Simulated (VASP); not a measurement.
**IrRu2: single point with PBE**

Crystal: IrRu2.

```
Ru Ir
1.0
     2.75405    0.00000    0.00000
    -1.37702    2.38508    0.00000
     0.00000    0.00000   12.84983
Ru Ir
4 2
Direct
  0.33333 0.66667 0.91722
  0.33333 0.66667 0.24662
  0.66667 0.33333 0.08278
  0.66667 0.33333 0.75338
  0.33333 0.66667 0.58691
  0.66667 0.33333 0.41309
```

* Program: VASP 6.6.1
* Task: single point
* Functional: PBE
* Potentials or basis: VASP PAW PBE potentials, release 64 (Ru_pv, Ir)
* Cutoff: 520 eV
* k mesh: 6 × 6 × 2
* Occupations: gaussian, width 0.1 eV
* Spin: no spin polarisation

* Pressure: 0.2 GPa
* Largest force: 0.022 eV/Å
* Band gap on the k mesh: zero (bands 37 and 38 overlap by 2.56 eV)

Forces on the atoms (eV/Å):
```
Ru   0.000  0.000 -0.008
Ru   0.000  0.000 -0.022
Ru   0.000  0.000  0.008
Ru   0.000  0.000  0.022
Ir   0.000  0.000  0.002
Ir   0.000  0.000 -0.002
```

Levels at points of the mesh, in eV from the Fermi level:
| k point | band 35 | band 36 | band 37 | band 38 | band 39 | band 40 |
| --- | --- | --- | --- | --- | --- | --- |
| (0.00, 0.00, 0.00) | -1.98 | -1.98 | -1.94 | -0.73 | -0.73 | -0.66 |
| (0.50, 0.00, 0.00) | 1.04 | 1.05 | 1.07 | 1.13 | 1.25 | 1.33 |
| (0.00, 0.00, 0.50) | -1.61 | -1.61 | -1.44 | -1.44 | -0.49 | 0.04 |
| (0.50, 0.00, 0.50) | 0.72 | 0.76 | 1.05 | 1.18 | 1.22 | 1.32 |

It took 44 s on 1 thread of Intel(R) Xeon(R) 6975P-C (Granite Rapids), with other jobs on the host, peak memory 0.21 GiB.

Caveat: the k points lie up to 0.44 Å⁻¹ apart, too coarse for converged energies and pressures of a metal; spin-orbit coupling is left out, which moves the levels of the heavy elements.
